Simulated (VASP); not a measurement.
A run of VASP 6.6.1 is set up as follows.

POSCAR

```
WO
1.0
    2.9145613536      0.0000000000      0.0000000000
    0.0000000000      2.9145613536      0.0000000000
    0.0000000000      0.0000000000      2.9145613536
W O
1 1
Direct
    0.0000000000      0.0000000000      0.0000000000
    0.5000000000      0.5000000000      0.5000000000
```

Contents of INCAR.step1:

```
ALGO = Normal ; EDIFF = 1E-4
ENCUT = 520 ; GGA = PE
ISMEAR = 0 ; LASPH = True
LCHARG = False ; LDAU = True
LDAUJ = 0 0 ; LDAUL = 2 -1
LDAUTYPE = 2 ; LDAUU = 6.2 0
LMAXMIX = 4 ; LREAL = False
LWAVE = True ; NBANDS = 17
NELM = 150 ; PREC = Accurate
SIGMA = 0.1
```

Contents of INCAR.step2:

```
ALGO = Normal ; EDIFF = 1E-6
ENCUT = 520 ; ISIF = 2
ISMEAR = 0 ; ISTART = 1
LASPH = True ; LCHARG = True
LDAU = True ; LDAUJ = 0 0
LDAUL = 2 -1 ; LDAUPRINT = 1
LDAUTYPE = 2 ; LDAUU = 6.2 0
LELF = True ; LMAXMIX = 4
LMIXTAU = True ; LREAL = False
LVHAR = True ; LWAVE = False
METAGGA = R2SCAN ; NBANDS = 17
NELM = 150 ; PREC = Accurate
SIGMA = 0.1
```

Contents of KPOINTS:

```
k-points
0
Gamma
  14 14 14
```

Potentials or basis: VASP PAW PBE potentials, release 64 (W_sv, O).

The run is started by

```console
$ cat potpaw_PBE.64/W_sv/POTCAR potpaw_PBE.64/O/POTCAR > POTCAR
$ cp INCAR.step1 INCAR
$ mpirun -np 1 vasp_std > vasp.out
$ cp INCAR.step2 INCAR
$ mpirun -np 1 vasp_std > vasp.out
```

Estimate the band gap on the k mesh.

zero (band 10 reaches 12.18 eV, above the bottom of band 11 at 7.02 eV).

Predict the pressure.

-7.8 GPa.

Eigenvalues of the final occupation matrices:
| site | spin | trace | eigenvalues |
| --- | --- | --- | --- |
| site 1 d | 1 | 1.61 | 0.09 0.09 0.09 0.67 0.67 |
| site 1 d | 2 | 1.61 | 0.09 0.09 0.09 0.67 0.67 |

Caveat: the PAW data sets were made with another functional, which shifts forces and pressure a little; spin-orbit coupling is left out, which moves the levels of the heavy elements; U without spin polarisation on a metal has little footing.
